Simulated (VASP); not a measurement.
Input of a VASP 6.6.1 run:

Contents of POSCAR:

```
Na2S
1.0
    0.0000000000      3.2559887725      3.2559887725
    3.2559887725      0.0000000000      3.2559887725
    3.2559887725      3.2559887725      0.0000000000
Na S
2 1
Direct
    0.2500000000      0.2500000000      0.2500000000
    0.7500000000      0.7500000000      0.7500000000
    0.0000000000      0.0000000000      0.0000000000
```

Contents of INCAR.step1:

```
  PREC = Accurate
  ENCUT = 550
  ISMEAR = -1
  SIGMA = 0.02
  LREAL = False
  LASPH = True
  NELM = 120
  NBANDS = 17
  GGA = PE
  ALGO = Normal
  EDIFF = 1E-5
  LWAVE = True
  LCHARG = False
  GGA_COMPAT = False
```

The input INCAR.step2:

```
  PREC = Accurate
  ENCUT = 550
  EDIFF = 1E-6
  ISMEAR = -1
  SIGMA = 0.02
  LREAL = False
  LASPH = True
  NELM = 120
  ALGO = Normal
  ISIF = 2
  LWAVE = False
  LCHARG = False
  METAGGA = R2SCAN
  LMIXTAU = True
  NBANDS = 17
  ISTART = 1
  GGA_COMPAT = False
```

The input KPOINTS:

```
Automatic mesh
0
Gamma
  8 8 8
```

Potentials or basis: VASP PAW PBE potentials, release 64 (Na_pv, S).

Run with:

```bash
$ cat potpaw_PBE.64/Na_pv/POTCAR potpaw_PBE.64/S/POTCAR > POTCAR
$ cp INCAR.step1 INCAR
$ mpirun -np 1 vasp_std > vasp.out
$ cp INCAR.step2 INCAR
$ mpirun -np 1 vasp_std > vasp.out
```

(1) What does it give for the band gap on the k mesh?

(2) What does it give for the pressure?

## Answers

(1) 3.11 eV.

(2) -0.1 GPa.

Caveat: the PAW data sets were made with another functional, which shifts forces and pressure a little.
